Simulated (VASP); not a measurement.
# Ta (P6_3/mmc) in VASP: single point with PBE

Aim: the single point of Ta with PBE.

Program: VASP 6.6.1. These are calculated values, not measurements. Logs are shortened: lines on timing, memory, paths and dates and some standing lists are left out, and cuts for length are marked.

### Step 1. The cell of the first run

Symmetry: P6_3/mmc, No. 194, hexagonal system. Conventional cell: a = 2.901 Å, b = 2.901 Å, c = 5.140 Å, α = 90.00°, β = 90.00°, γ = 120.00°. Ta (site symmetry -6m2) has 12 Ta at 2.90 to 3.07 Å within 3.8 Å.

### Step 2. Single point, PBE

INCAR

```
SYSTEM = Ta
PREC = Accurate ; ENCUT = 500
EDIFF = 1E-6 ; ISMEAR = 0
SIGMA = 0.05 ; LREAL = .False.
LASPH = .True. ; NELM = 120
ALGO = Normal ; ISIF = 2
LWAVE = .False. ; LCHARG = .False.
GGA = PE ; NBANDS = 18
GGA_COMPAT = .False.
```

KPOINTS

```
Automatic mesh
0
Gamma
  8 8 4
  0 0 0
```

POSCAR

```
Ta
1.0
    2.9008443087      0.0000000000      0.0000000000
   -1.4504221543      2.5122048638      0.0000000000
    0.0000000000      0.0000000000      5.1396264743
Ta
2
Direct
    0.3333333333      0.6666666667      0.7500000000
    0.6666666667      0.3333333333      0.2500000000
```

Potentials or basis: VASP PAW PBE potentials, release 64 (Ta_pv).

Started as:

```sh
$ cat potpaw_PBE.64/Ta_pv/POTCAR > POTCAR
$ mpirun -np 1 vasp_std > vasp.out
```

OUTCAR:

```text
SYSTEM = Ta
   PREC = Accurate
   ENCUT = 500
   EDIFF = 1E-6
   ISMEAR = 0
   LREAL = .False.
   LASPH = .True.
   NELM = 120
   ISIF = 2
   GGA = PE

 ion  position               nearest neighbor table
   1  0.333  0.667  0.750-   2 3.07   2 3.07   2 3.07   2 3.07   2 3.07   2 3.07
   2  0.667  0.333  0.250-   1 3.07   1 3.07   1 3.07   1 3.07   1 3.07   1 3.07

  LATTYP: Found a hexagonal cell.
 ALAT       =     2.9008443087
 C/A-ratio  =     1.7717691566

  Lattice vectors:

 A1 = (   2.9008443087,   0.0000000000,   0.0000000000)
 A2 = (  -1.4504221543,   2.5122048638,   0.0000000000)
 A3 = (   0.0000000000,   0.0000000000,   5.1396264743)

Analysis of symmetry for initial positions (statically):
=====================================================================
 Subroutine PRICEL returns:
 Original cell was already a primitive cell.

 Routine SETGRP: Setting up the symmetry group for a
 hexagonal supercell.

 Subroutine GETGRP returns: Found 24 space group operations
 (whereof 12 operations were pure point group operations)
 out of a pool of 24 trial point group operations.

The static configuration has the point symmetry D_3d.
 The point group associated with its full space group is D_6h.

Analysis of symmetry for dynamics (positions and initial velocities):
=====================================================================
 Subroutine PRICEL returns:
 Original cell was already a primitive cell.

 Routine SETGRP: Setting up the symmetry group for a
 hexagonal supercell.

 Subroutine GETGRP returns: Found 24 space group operations
 (whereof 12 operations were pure point group operations)
 out of a pool of 24 trial point group operations.

The dynamic configuration has the point symmetry D_3d.
 The point group associated with its full space group is D_6h.

 Subroutine INISYM returns: Found 24 space group operations
 (whereof 12 operations are pure point group operations),
 and found     1 'primitive' translations

----------------------------------------------------------------------------------------

                                     Primitive cell

  volume of cell :      37.4551

  direct lattice vectors                    reciprocal lattice vectors
     2.900844309  0.000000000  0.000000000     0.344727222  0.199028354  0.000000000
    -1.450422154  2.512204864  0.000000000     0.000000000  0.398056709  0.000000000
     0.000000000  0.000000000  5.139626474     0.000000000  0.000000000  0.194566668

  length of vectors
     2.900844309  2.900844309  5.139626474     0.398056709  0.398056709  0.194566668

  position of ions in fractional coordinates (direct lattice)
     0.333333333  0.666666667  0.750000000
     0.666666667  0.333333333  0.250000000

  ion indices of the primitive-cell ions
   primitive index   ion index
                 1           1
                 2           2

----------------------------------------------------------------------------------------

 KPOINTS: Automatic mesh

Automatic generation of k-mesh.
 Grid dimensions read from file:
 generate k-points for:    8    8    4

 Generating k-lattice:

  Cartesian coordinates                     Fractional coordinates (reciprocal lattice)
     0.043090903  0.024878544  0.000000000     0.125000000  0.000000000  0.000000000
     0.000000000  0.049757089  0.000000000     0.000000000  0.125000000  0.000000000
     0.000000000  0.000000000  0.048641667     0.000000000  0.000000000  0.250000000

  Length of vectors
     0.049757089  0.049757089  0.048641667

  Shift w.r.t. Gamma in fractional coordinates (k-lattice)
     0.000000000  0.000000000  0.000000000

 Subroutine IBZKPT returns following result:
 ===========================================

 Found     30 irreducible k-points:

 Following reciprocal coordinates:
            Coordinates               Weight
  0.000000  0.000000  0.000000      1.000000
  0.125000  0.000000  0.000000      6.000000
  0.250000  0.000000  0.000000      6.000000
  0.375000  0.000000  0.000000      6.000000
  0.500000  0.000000  0.000000      3.000000
  0.125000  0.125000  0.000000      6.000000
[... 16 lines left out ...]
  0.250000  0.000000  0.500000      6.000000
  0.375000  0.000000  0.500000      6.000000
 [... further k-points ...]
   k-points           NKPTS =     30   k-points in BZ     NKDIM =     30   number of bands    NBANDS=     18
   number of dos      NEDOS =    301   number of ions     NIONS =      2
   total plane-waves  NPLWV =  23040
   dimension x,y,z NGX =    24 NGY =   24 NGZ =   40
   dimension x,y,z NGXF=    48 NGYF=   48 NGZF=   80
   ions per type =               2
   NGX,Y,Z   is equivalent  to a cutoff of  13.75, 13.75, 12.94 a.u.
   NGXF,Y,Z  is equivalent  to a cutoff of  27.51, 27.51, 25.88 a.u.
 SYSTEM =  Ta
   PREC   = accura    normal or accurate (medium, high low for compatibility)
   ISTART =      0    job   : 0-new  1-cont  2-samecut
   ICHARG =      2    charge: 1-file 2-atom 10-const
   ISPIN  =      1    spin polarized calculation?
   LNONCOLLINEAR =      F non collinear calculations
   LSORBIT =      F    spin-orbit coupling
   LASPH  =      T    aspherical Exc in radial PAW
   ENCUT  =  500.0 eV  36.75 Ry    6.06 a.u.   5.29  5.29  9.37*2*pi/ulx,y,z
   NELM   =    120;   NELMIN=  2; NELMDL= -5     # of ELM steps
   EDIFF  = 0.1E-05   stopping-criterion for ELM
   LREAL  =      F    real-space projection
   EDIFFG = 0.1E-04   stopping-criterion for IOM
   NSW    =      0    number of steps for IOM
   IBRION =     -1    ionic relax: 0-MD 1-quasi-New 2-CG
   NFREE  =      0    steps in history (QN), initial steepest desc. (CG)
   ISIF   =      2    stress and relaxation
   ISYM   =      2    0-nonsym 1-usesym 2-fastsym
   POTIM  = 0.5000    time-step for ionic-motion
   TEBEG  =    0.0;   TEEND  =   0.0 temperature during run
   PSTRESS=    0.0 pullay stress
   NELECT =      22.0000    total number of electrons
   NUPDOWN=      -1.0000    fix difference up-down
   EMIN   =  10.00;   EMAX   =-10.00  energy-range for DOS
   EFERMI =   0.00;   METHOD = LEGACY
   ISMEAR =     0;   SIGMA  =   0.05  broadening in eV -4-tet -1-fermi 0-gaus
   EFERMI_NEDOS =   21; number of points for ismear=-14 and -15
   IALGO  =     38    algorithm
   IMIX   =      4    mixing-type and parameters
     AMIX     =   0.40;   BMIX     =  1.00
     AMIX_MAG =   1.60;   BMIX_MAG =  1.00
  volume/ion in A,a.u.               =      18.73       126.38
  Fermi-wavevector in a.u.,A,eV,Ry     =   1.371025  2.590862 25.575002  1.879710
  Thomas-Fermi vector in A             =   2.496759
   LORBIT       =      0    0 simple, 1 ext, 2 COOP (PROOUT), +10 PAW based schemes
   GGA     = PE    functional components
   LHFCALC =     F    Hartree Fock is set to
   AEXX    =    0.0000 exact exchange contribution
   IVDW    =     0    specifies the selected vdW correction
   LEPSILON=     F    determine dielectric tensor
   LRPA    =     F    only Hartree local field effects (RPA)
 non-spin polarized calculation
 Gauss-broadening in eV      SIGMA  =   0.05
  energy-cutoff  :      500.00
  volume of cell :       37.46
 maximum number of plane-waves:       964
 NGX is ok and might be reduce to    24
   NGX = 11   NGY = 11   NGZ = 19

 number of electron      22.0000003 magnetization

 Free energy of the ion-electron system (eV)
  ---------------------------------------------------
  ext. energy  EPLUGINS =         0.00000000
  ---------------------------------------------------
  free energy    TOTEN  =       -23.09450486 eV

  energy without entropy =      -23.09202048  energy(sigma->0) =      -23.09326267

 E-fermi :   5.5677     XC(G=0): -12.4081

 val. band max:        5.5622476670   @ k =   0.1250   0.0000   0.2500
 cond. band min:       5.5886246703   @ k =   0.3750   0.0000   0.0000
 fundamental gap:      0.0263770033
 Fermi energy:         5.5677227987

 k-point     1 :       0.0000    0.0000    0.0000
  band No.  band energies     occupation
      1     -28.9527      2.00000
      2     -28.1180      2.00000
      3     -28.0326      2.00000
      4     -28.0326      2.00000
      5     -27.9471      2.00000
      6     -27.9471      2.00000
[... 10 lines left out ...]
     17      10.7468      0.00000
     18      10.7468      0.00000

 k-point     2 :       0.1250    0.0000    0.0000
  band No.  band energies     occupation
      1     -28.9034      2.00000
      2     -28.1875      2.00000
      3     -28.1249      2.00000
      4     -28.1047      2.00000
      5     -28.0747      2.00000
      6     -27.9757      2.00000
[... 10 lines left out ...]
     17      10.9544      0.00000
     18      11.8564      0.00000

 k-point     3 :       0.2500    0.0000    0.0000
  band No.  band energies     occupation
      1     -28.7731      2.00000
      2     -28.5541      2.00000
      3     -28.4647      2.00000
      4     -28.1720      2.00000
      5     -28.1520      2.00000
      6     -28.0469      2.00000
[... 10 lines left out ...]
     17      11.1637      0.00000
     18      13.7920      0.00000

 k-point     4 :       0.3750    0.0000    0.0000
  band No.  band energies     occupation
      1     -28.9087      2.00000
      2     -28.8017      2.00000
      3     -28.6126      2.00000
      4     -28.2652      2.00000
      5     -28.2082      2.00000
      6     -28.1194      2.00000
[... 375 lines left out ...]
      4     -28.1268      2.00000
      5     -28.0254      2.00000
      6     -28.0254      2.00000
[... 10 lines left out ...]
     17       9.9272      0.00000
     18       9.9272      0.00000

 k-point    23 :       0.2500    0.0000    0.5000
  band No.  band energies     occupation
      1     -28.6425      2.00000
      2     -28.6425      2.00000
      3     -28.3331      2.00000
      4     -28.3331      2.00000
      5     -28.1098      2.00000
      6     -28.1098      2.00000
[... 10 lines left out ...]
     17       9.8853      0.00000
     18       9.8853      0.00000

 k-point    24 :       0.3750    0.0000    0.5000
  band No.  band energies     occupation
      1     -28.9247      2.00000
      2     -28.9247      2.00000
      3     -28.3383      2.00000
      4     -28.3383      2.00000
      5     -28.1929      2.00000
      6     -28.1929      2.00000
[... 10 lines left out ...]
     17      11.0643      0.00000
     18      11.0643      0.00000

 [... further k-points ...]

------------------------ aborting loop because EDIFF is reached ----------------------------------------

  FORCE on cell =-STRESS in cart. coord.  units (eV):
  Direction    XX          YY          ZZ          XY          YZ          ZX
  --------------------------------------------------------------------------------------
  -------------------------------------------------------------------------------------
  Total        0.0187227      0.0187227      0.0048343      0.0000000      0.0000000      0.0000000
  in kB        0.8008808      0.8008808      0.2067936      0.0000000      0.0000000      0.0000000
  external PRESSURE =       0.6028517 kB  Pullay stress =       0.0000000 kB

 VOLUME and BASIS-vectors are now :
 -----------------------------------------------------------------------------
  energy-cutoff  :      500.00
  volume of cell :       37.46
      direct lattice vectors                 reciprocal lattice vectors
     2.900844309  0.000000000  0.000000000     0.344727222  0.199028354  0.000000000
    -1.450422154  2.512204864  0.000000000     0.000000000  0.398056709  0.000000000
     0.000000000  0.000000000  5.139626474     0.000000000  0.000000000  0.194566668

 POSITION                                       TOTAL-FORCE (eV/Angst)
 -----------------------------------------------------------------------------------
     -0.00000      1.67480      3.85472         0.000000      0.000000      0.000000
      1.45042      0.83740      1.28491        -0.000000     -0.000000      0.000000
 -----------------------------------------------------------------------------------
    total drift:                               -0.000000      0.000000     -0.000000

  FREE ENERGIE OF THE ION-ELECTRON SYSTEM (eV)
  ---------------------------------------------------
  free  energy   TOTEN  =       -23.0945048608 eV

  energy  without entropy=      -23.0920204796  energy(sigma->0) =      -23.09326267
```

Wall time 29 s (1 thread of Intel Xeon 8259CL, shared host); peak memory 0.16 GiB.

What came out:

- Free energy: -23.0945 eV
- Pressure: 0.1 GPa
- Band gap on the k mesh: zero (band 11 reaches 7.08 eV, above the bottom of band 12 at 4.92 eV)

Caveat: spin-orbit coupling is left out, which moves the levels of the heavy elements.
